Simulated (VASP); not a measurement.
# Ga2Sb2CO in VASP: further runs

Runs on Ga2Sb2CO. Level: PBE+D3(BJ). Tasks: single point.

Program: VASP 6.6.1. These are calculated values, not measurements. Logs are shortened: lines on timing, memory, paths and dates and some standing lists are left out, and cuts for length are marked.

### Step 1. The cell of the first run

The cell holds a slab with vacuum, 6 atoms: a = 4.334 Å, b = 4.334 Å, c = 23.320 Å, α = 90.00°, β = 90.00°, γ = 120.00°.

### Step 2. Single point, PBE+D3(BJ)

INCAR reads:

```
SYSTEM = Ga2Sb2CO
PREC = Accurate
ENCUT = 520
EDIFF = 1E-7
ISMEAR = 0
SIGMA = 0.1
LREAL = .FALSE.
LASPH = .TRUE.
NELM = 100
ALGO = Normal
ISIF = 2
LWAVE = .FALSE.
LCHARG = .FALSE.
LDIPOL = .TRUE.
IDIPOL = 3
DIPOL = 0.5 0.5 0.353
GGA = PE
IVDW = 12
NBANDS = 32
```

KPOINTS reads:

```
regular mesh
0
G
  6 6 1
  0 0 0
```

POSCAR reads:

```
Ga2Sb2CO
1.0
    4.3343814621      0.0000000000      0.0000000000
   -2.1671907311      3.7536844559      0.0000000000
    0.0000000000      0.0000000000     23.3197422777
Sb Ga O C
2 2 1 1
Direct
    0.0000000000      0.0000000000      0.1715284823
    0.3333333333      0.6666666667      0.3301590654
    0.3333333333      0.6666666667      0.2094685204
    0.6666666667      0.3333333333      0.3632005095
    0.8888888889      1.0000000000      0.4961350833
    0.8888888889      1.0000000000      0.5454495220
```

Potentials or basis: VASP PAW PBE potentials, release 64 (Sb, Ga_d, O, C).

On the command line:

```sh
cat potpaw_PBE.64/Sb/POTCAR potpaw_PBE.64/Ga_d/POTCAR potpaw_PBE.64/O/POTCAR potpaw_PBE.64/C/POTCAR > POTCAR
mpirun -np 1 vasp_std > vasp.out
```

OUTCAR:

```text
SYSTEM = Ga2Sb2CO
   PREC = Accurate
   ENCUT = 520
   EDIFF = 1E-7
   ISMEAR = 0
   LREAL = .FALSE.
   LASPH = .TRUE.
   NELM = 100
   ISIF = 2
   GGA = PE
   IVDW = 12
 IVDW          = 12

 ion  position               nearest neighbor table
   1  0.000  0.000  0.172-   3 2.65   3 2.65   3 2.65
   2  0.333  0.667  0.330-   4 2.62   4 2.62   4 2.62   3 2.81
   3  0.333  0.667  0.209-   1 2.65   1 2.65   1 2.65   2 2.81
   4  0.667  0.333  0.363-   2 2.62   2 2.62   2 2.62
   5  0.889  0.000  0.496-   6 1.15
   6  0.889  0.000  0.545-   5 1.15

  LATTYP: Found a hexagonal cell.
 ALAT       =     4.3343814621
 C/A-ratio  =     5.3801776520

  Lattice vectors:

 A1 = (   4.3343814621,   0.0000000000,   0.0000000000)
 A2 = (  -2.1671907311,   3.7536844559,   0.0000000000)
 A3 = (   0.0000000000,   0.0000000000,  23.3197422777)

Analysis of symmetry for initial positions (statically):
=====================================================================
 Subroutine PRICEL returns:
 Original cell was already a primitive cell.

 Routine SETGRP: Setting up the symmetry group for a
 hexagonal supercell.

 Subroutine GETGRP returns: Found  1 space group operations
 (whereof  1 operations were pure point group operations)
 out of a pool of 24 trial point group operations.

The static configuration has the point symmetry C_1 .

Analysis of symmetry for dynamics (positions and initial velocities):
=====================================================================
 Subroutine PRICEL returns:
 Original cell was already a primitive cell.

 Routine SETGRP: Setting up the symmetry group for a
 hexagonal supercell.

 Subroutine GETGRP returns: Found  1 space group operations
 (whereof  1 operations were pure point group operations)
 out of a pool of 24 trial point group operations.

The dynamic configuration has the point symmetry C_1 .

 Subroutine INISYM returns: Found  1 space group operations
 (whereof  1 operations are pure point group operations),
 and found     1 'primitive' translations

----------------------------------------------------------------------------------------

                                     Primitive cell

  volume of cell :     379.4099

  direct lattice vectors                    reciprocal lattice vectors
     4.334381462  0.000000000  0.000000000     0.230713427  0.133202459  0.000000000
    -2.167190731  3.753684456  0.000000000     0.000000000  0.266404918  0.000000000
     0.000000000  0.000000000 23.319742278     0.000000000  0.000000000  0.042882121

  length of vectors
     4.334381462  4.334381462 23.319742278     0.266404918  0.266404918  0.042882121

  position of ions in fractional coordinates (direct lattice)
     0.000000000  0.000000000  0.171528482
     0.333333333  0.666666667  0.330159065
     0.333333333  0.666666667  0.209468520
     0.666666667  0.333333333  0.363200509
     0.888888889  0.000000000  0.496135083
     0.888888889  0.000000000  0.545449522

  ion indices of the primitive-cell ions
   primitive index   ion index
                 1           1
                 2           2
                 3           3
                 4           4
                 5           5
                 6           6

----------------------------------------------------------------------------------------

 KPOINTS: regular mesh

Automatic generation of k-mesh.
 Grid dimensions read from file:
 generate k-points for:    6    6    1

 Generating k-lattice:

  Cartesian coordinates                     Fractional coordinates (reciprocal lattice)
     0.038452238  0.022200410  0.000000000     0.166666667  0.000000000  0.000000000
     0.000000000  0.044400820  0.000000000     0.000000000  0.166666667  0.000000000
     0.000000000  0.000000000  0.042882121     0.000000000  0.000000000  1.000000000

  Length of vectors
     0.044400820  0.044400820  0.042882121

  Shift w.r.t. Gamma in fractional coordinates (k-lattice)
     0.000000000  0.000000000  0.000000000

 Subroutine IBZKPT returns following result:
 ===========================================

 Found     20 irreducible k-points:

 Following reciprocal coordinates:
            Coordinates               Weight
  0.000000  0.000000  0.000000      1.000000
  0.166667  0.000000  0.000000      2.000000
  0.000000  0.166667  0.000000      2.000000
 -0.166667  0.166667  0.000000      2.000000
  0.333333  0.000000  0.000000      2.000000
  0.000000  0.333333  0.000000      2.000000
[... 12 lines left out ...]
  0.500000 -0.166667  0.000000      2.000000
  0.333333  0.333333  0.000000      2.000000
   k-points           NKPTS =     20   k-points in BZ     NKDIM =     20   number of bands    NBANDS=     32
   number of dos      NEDOS =    301   number of ions     NIONS =      6
   total plane-waves  NPLWV = 184320
   dimension x,y,z NGX =    32 NGY =   32 NGZ =  180
   dimension x,y,z NGXF=    64 NGYF=   64 NGZF=  360
   ions per type =               2   2   1   1
   NGX,Y,Z   is equivalent  to a cutoff of  12.27, 12.27, 12.83 a.u.
   NGXF,Y,Z  is equivalent  to a cutoff of  24.55, 24.55, 25.66 a.u.
 SYSTEM =  Ga2Sb2CO
   PREC   = accura    normal or accurate (medium, high low for compatibility)
   ISTART =      0    job   : 0-new  1-cont  2-samecut
   ICHARG =      2    charge: 1-file 2-atom 10-const
   ISPIN  =      1    spin polarized calculation?
   LNONCOLLINEAR =      F non collinear calculations
   LSORBIT =      F    spin-orbit coupling
   LASPH  =      T    aspherical Exc in radial PAW
   ENCUT  =  520.0 eV  38.22 Ry    6.18 a.u.   8.06  8.06 43.36*2*pi/ulx,y,z
   NELM   =    100;   NELMIN=  2; NELMDL= -5     # of ELM steps
   EDIFF  = 0.1E-06   stopping-criterion for ELM
   LREAL  =      F    real-space projection
   EDIFFG = 0.1E-05   stopping-criterion for IOM
   NSW    =      0    number of steps for IOM
   IBRION =     -1    ionic relax: 0-MD 1-quasi-New 2-CG
   NFREE  =      0    steps in history (QN), initial steepest desc. (CG)
   ISIF   =      2    stress and relaxation
   ISYM   =      2    0-nonsym 1-usesym 2-fastsym
   POTIM  = 0.5000    time-step for ionic-motion
   TEBEG  =    0.0;   TEEND  =   0.0 temperature during run
   PSTRESS=    0.0 pullay stress
   NELECT =      46.0000    total number of electrons
   NUPDOWN=      -1.0000    fix difference up-down
   EMIN   =  10.00;   EMAX   =-10.00  energy-range for DOS
   EFERMI =   0.00;   METHOD = LEGACY
   ISMEAR =     0;   SIGMA  =   0.10  broadening in eV -4-tet -1-fermi 0-gaus
   EFERMI_NEDOS =   21; number of points for ismear=-14 and -15
   IALGO  =     38    algorithm
   IMIX   =      4    mixing-type and parameters
     AMIX     =   0.40;   BMIX     =  1.00
     AMIX_MAG =   1.60;   BMIX_MAG =  1.00
  volume/ion in A,a.u.               =      63.23       426.73
  Fermi-wavevector in a.u.,A,eV,Ry     =   0.810260  1.531170  8.932521  0.656522
  Thomas-Fermi vector in A             =   1.919403
   LORBIT       =      0    0 simple, 1 ext, 2 COOP (PROOUT), +10 PAW based schemes
   GGA     = PE    functional components
   LHFCALC =     F    Hartree Fock is set to
   AEXX    =    0.0000 exact exchange contribution
   IVDW    =    12    specifies the selected vdW correction
   LEPSILON=     F    determine dielectric tensor
   LRPA    =     F    only Hartree local field effects (RPA)
 non-spin polarized calculation
 Gauss-broadening in eV      SIGMA  =   0.10
  energy-cutoff  :      520.00
  volume of cell :      379.41
 maximum number of plane-waves:     10242
   NGX = 17   NGY = 17   NGZ = 87

 dipolmoment           0.000000      0.000000      0.000056 electrons x Angstroem

 number of electron      46.0000010 magnetization

 dipolmoment           0.000000      0.000000     -0.094589 electrons x Angstroem

 Free energy of the ion-electron system (eV)
  ---------------------------------------------------
  ext. energy  EPLUGINS =         0.00000000
  ---------------------------------------------------
  free energy    TOTEN  =       -28.26053480 eV

  energy without entropy =      -28.25410675  energy(sigma->0) =      -28.25732077

 E-fermi :  -0.9622     XC(G=0):  -4.1697

 val. band max:       -0.9753273713   @ k =   0.0000   0.0000   0.0000
 cond. band min:      -0.9463433409   @ k =   0.3333   0.3333   0.0000
 fundamental gap:      0.0289840304
 Fermi energy:        -0.9621503291

 k-point     1 :       0.0000    0.0000    0.0000
  band No.  band energies     occupation
      1     -26.8080      2.00000
      2     -16.5024      2.00000
      3     -16.4561      2.00000
      4     -16.4556      2.00000
      5     -16.3949      2.00000
      6     -16.3946      2.00000
[... 24 lines left out ...]
     31       2.5310      0.00000
     32       2.9148      0.00000

 k-point     2 :       0.1667    0.0000    0.0000
  band No.  band energies     occupation
      1     -26.8064      2.00000
      2     -16.4987      2.00000
      3     -16.4601      2.00000
      4     -16.4560      2.00000
      5     -16.3972      2.00000
      6     -16.3906      2.00000
[... 24 lines left out ...]
     31       2.8930      0.00000
     32       3.0097      0.00000

 k-point     3 :       0.0000    0.1667    0.0000
  band No.  band energies     occupation
      1     -26.8064      2.00000
      2     -16.4987      2.00000
      3     -16.4601      2.00000
      4     -16.4560      2.00000
      5     -16.3972      2.00000
      6     -16.3906      2.00000
[... 24 lines left out ...]
     31       2.8939      0.00000
     32       3.0037      0.00000

 k-point     4 :      -0.1667    0.1667    0.0000
  band No.  band energies     occupation
      1     -26.8064      2.00000
      2     -16.4987      2.00000
      3     -16.4604      2.00000
      4     -16.4557      2.00000
      5     -16.3969      2.00000
      6     -16.3908      2.00000
[... 24 lines left out ...]
     31       2.8858      0.00000
     32       2.9969      0.00000

 k-point     5 :       0.3333    0.0000    0.0000
  band No.  band energies     occupation
      1     -26.8029      2.00000
      2     -16.4917      2.00000
      3     -16.4684      2.00000
      4     -16.4564      2.00000
      5     -16.4018      2.00000
      6     -16.3821      2.00000
[... 444 lines left out ...]
     31       3.8843      0.00000
     32       4.3079      0.00000

 k-point    18 :       0.1667    0.3333    0.0000
  band No.  band energies     occupation
      1     -26.8011      2.00000
      2     -16.4870      2.00000
      3     -16.4722      2.00000
      4     -16.4578      2.00000
      5     -16.4029      2.00000
      6     -16.3794      2.00000
[... 24 lines left out ...]
     31       3.8997      0.00000
     32       4.1529      0.00000

 k-point    19 :       0.5000   -0.1667    0.0000
  band No.  band energies     occupation
      1     -26.8011      2.00000
      2     -16.4871      2.00000
      3     -16.4723      2.00000
      4     -16.4577      2.00000
      5     -16.4028      2.00000
      6     -16.3794      2.00000
[... 24 lines left out ...]
     31       3.8160      0.00000
     32       4.1870      0.00000

 k-point    20 :       0.3333    0.3333    0.0000
  band No.  band energies     occupation
      1     -26.8002      2.00000
      2     -16.4824      2.00000
      3     -16.4757      2.00000
      4     -16.4590      2.00000
      5     -16.4028      2.00000
      6     -16.3790      2.00000
[... 24 lines left out ...]
     31       4.3893      0.00000
     32       4.6170      0.00000

------------------------ aborting loop because EDIFF is reached ----------------------------------------

 vacuum level on the upper side and lower side of the slab       (xc-potential included)        -0.520         0.509

 Edisp (eV)   -1.00042

 E8    (eV) :    -0.4650

  FORCE on cell =-STRESS in cart. coord.  units (eV):
  Direction    XX          YY          ZZ          XY          YZ          ZX
  --------------------------------------------------------------------------------------
  -------------------------------------------------------------------------------------
  Total      -0.07751    -0.07738    -1.09605    -0.01035     0.00062     0.04163
  in kB      -0.32730    -0.32674    -4.62840    -0.04369     0.00264     0.17580
  external pressure =       -1.76 kB  Pullay stress =        0.00 kB

 VOLUME and BASIS-vectors are now :
 -----------------------------------------------------------------------------
  energy-cutoff  :      520.00
  volume of cell :      379.41
      direct lattice vectors                 reciprocal lattice vectors
     4.334381462  0.000000000  0.000000000     0.230713427  0.133202459  0.000000000
    -2.167190731  3.753684456  0.000000000     0.000000000  0.266404918  0.000000000
     0.000000000  0.000000000 23.319742278     0.000000000  0.000000000  0.042882121

 POSITION                                       TOTAL-FORCE (eV/Angst)
 -----------------------------------------------------------------------------------
      0.00000      0.00000      4.00000        -0.001552     -0.000813      0.156814
     -0.00000      2.50246      7.69922        -0.004449      0.000436     -0.018967
     -0.00000      2.50246      4.88475         0.000104      0.000076     -0.132523
      2.16719      1.25123      8.46974        -0.006224      0.001109      0.013582
      3.85278      0.00000     11.56974         0.015573     -0.000899      0.649032
      3.85278      0.00000     12.71974        -0.003451      0.000091     -0.667939
 -----------------------------------------------------------------------------------
    total drift:                                0.000211     -0.000004      0.000781

  FREE ENERGIE OF THE ION-ELECTRON SYSTEM (eV)
  ---------------------------------------------------
  free  energy   TOTEN  =       -29.2609504396 eV

  energy  without entropy=      -29.2545223856  energy(sigma->0) =      -29.25773641

 vacuum level on the upper side and lower side of the slab         2.865         3.918
```

Run time: 3.5 min. Hardware: 1 thread of Intel Xeon 6975P-C (Granite Rapids), shared host; peak memory 0.63 GiB.

What came out:

* Free energy: -29.2610 eV
* Largest force: 0.668 eV/Å
* Band gap on the k mesh: 0.03 eV (least direct gap 0.15 eV)
* Dispersion energy per atom: -0.167 eV

Forces on the atoms (eV/Å):
```
Sb  -0.002 -0.001  0.157
Sb  -0.004  0.000 -0.019
Ga   0.000  0.000 -0.133
Ga  -0.006  0.001  0.014
O    0.016 -0.001  0.649
C   -0.003  0.000 -0.668
```

Caveat: spin-orbit coupling is left out, which moves the levels of the heavy elements.

### Step 3. Single point, PBE+D3(BJ)

INCAR reads:

```
SYSTEM = Ga2Sb2CO
ALGO = Normal
DIPOL = 0.5 0.5 0.353
EDIFF = 1E-7
ENCUT = 520
GGA = PE
IDIPOL = 3
ISIF = 2
ISMEAR = 0
IVDW = 12
LASPH = .TRUE.
LCHARG = .FALSE.
LDIPOL = .TRUE.
LREAL = .FALSE.
LWAVE = .FALSE.
NBANDS = 32
NELM = 60
PREC = Accurate
SIGMA = 0.1
```

KPOINTS reads:

```
k-points
0
G
  6 6 1
  0 0 0
```

POSCAR, as its differences from that of step 2:

```diff
@@ -12,3 +12,3 @@
     0.6666666667      0.3333333333      0.3632005095
-    0.8888888889      1.0000000000      0.4961350833
-    0.8888888889      1.0000000000      0.5454495220
+    1.3333333333      0.5555555556      0.4961350833
+    1.3333333333      0.5555555556      0.5454495220
```

Potentials or basis: VASP PAW PBE potentials, release 64 (Sb, Ga_d, O, C).

On the command line:

```sh
cat potpaw_PBE.64/Sb/POTCAR potpaw_PBE.64/Ga_d/POTCAR potpaw_PBE.64/O/POTCAR potpaw_PBE.64/C/POTCAR > POTCAR
mpirun -np 1 vasp_std > vasp.out
```

It took 3.5 min on 1 thread of Intel Xeon 6975P-C (Granite Rapids), shared host; peak memory 0.61 GiB.

The run converged. Its results:

| Property | Result |
| --- | --- |
| Free energy | -29.2391 eV |
| Largest force | 0.703 eV/Å |
| Band gap on the k mesh | 0.02 eV (least direct gap 0.17 eV) |
| Dispersion energy per atom | -0.167 eV |

Forces on the atoms (eV/Å):
```
Sb  -0.002  0.004  0.151
Sb   0.001  0.001 -0.076
Ga   0.000  0.000 -0.116
Ga   0.003  0.000  0.000
O   -0.002 -0.006  0.703
C    0.000  0.002 -0.663
```

Levels at points of the mesh, in eV from the valence-band top:
| k point | band 20 | band 21 | band 22 | band 23 | band 24 | band 25 | band 26 | band 27 |
| --- | --- | --- | --- | --- | --- | --- | --- | --- |
| (0.00, 0.00, 0.00) | -1.11 | -1.11 | 0.00 | 0.00 | 0.17 | 0.88 | 1.43 | 1.44 |
| (0.50, 0.00, 0.00) | -2.50 | -2.45 | -1.30 | -1.19 | 0.35 | 0.69 | 1.19 | 1.31 |
| (0.00, 0.50, 0.00) | -2.50 | -2.45 | -1.30 | -1.18 | 0.37 | 0.68 | 1.20 | 1.30 |
| (0.50, 0.50, 0.00) | -2.50 | -2.45 | -1.30 | -1.19 | 0.35 | 0.70 | 1.20 | 1.30 |

Caveat: spin-orbit coupling is left out, which moves the levels of the heavy elements.
